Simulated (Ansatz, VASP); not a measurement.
## Cd: VASP beside Ansatz

Contents of INCAR:

```
PREC = Accurate ; ENCUT = 600
EDIFF = 1E-6 ; ISMEAR = -1
SIGMA = 0.1 ; LREAL = False
LASPH = True ; NELM = 80
ALGO = Normal ; ISIF = 3
LWAVE = False ; LCHARG = False
GGA = PE ; IBRION = 2
NSW = 80 ; EDIFFG = -0.01
```

File KPOINTS:

```
regular mesh
0
Gamma
  11 11 11
```

POSCAR

```
Cd
1.0
    2.8566758760      0.0000000000      0.0000000000
    0.0000000000      2.8566758760      0.0000000000
    0.0000000000      0.0000000000      2.8566758760
Cd
1
Direct
    0.0000000000      0.0000000000      0.0000000000
```

Input for Ansatz:

```yaml
crystal:
  lattice:
    - [2.856675876, 0.0, 0.0]
    - [0.0, 2.856675876, 0.0]
    - [0.0, 0.0, 2.856675876]
  atoms:
    - { symbol: Cd, position: [0.0, 0.0, 0.0] }
hamiltonian:
  xc: pbe
  pseudopotentials:
    kind: paw
    azcp:
      Cd: "pseudopotentials/Cd.paw.azcp"
basis:
  ecutwfc: 420
  fft_grid_basis: typed
kpoints:
  mp_grid: { grid: [11, 11, 11], shift: [0, 0, 0] }
magnetization:
  spin_polarized: false
scf:
  occupations: { method: fermi_dirac, width: 0.1 }
relax:
  max_steps: 60
  f_tol: 0.01
  cell: {}
```

Alike in both runs: task relaxation of cell and atoms; functional PBE; k mesh 11 × 11 × 11; occupations fermi-dirac, width 0.1 eV; no spin polarisation.

```csv
,VASP,Ansatz
version,VASP 6.6.1,Ansatz 0.2.0
potentials or method,"VASP PAW PBE potentials, release 64 (Cd), cutoff 600 eV","plane waves (420 eV) with PAW, scalar-relativistic"
valence electrons in the cell,12,20
```

|  | VASP | Ansatz | Ansatz less VASP |
| --- | --- | --- | --- |
| relaxed volume (Å³/atom) | 26.99 | 26.85 | -0.140 |
| relaxed cell length with the largest relative difference (Å) | 3.000 | 2.994 | -0.0052 |

VASP's potentials hold 12 valence electrons a cell and Ansatz's 20, so a difference there can come from the potentials and not from the codes.

Noted on VASP's run: the volume moved by over 15 % at a fixed basis, so the end points are rough.
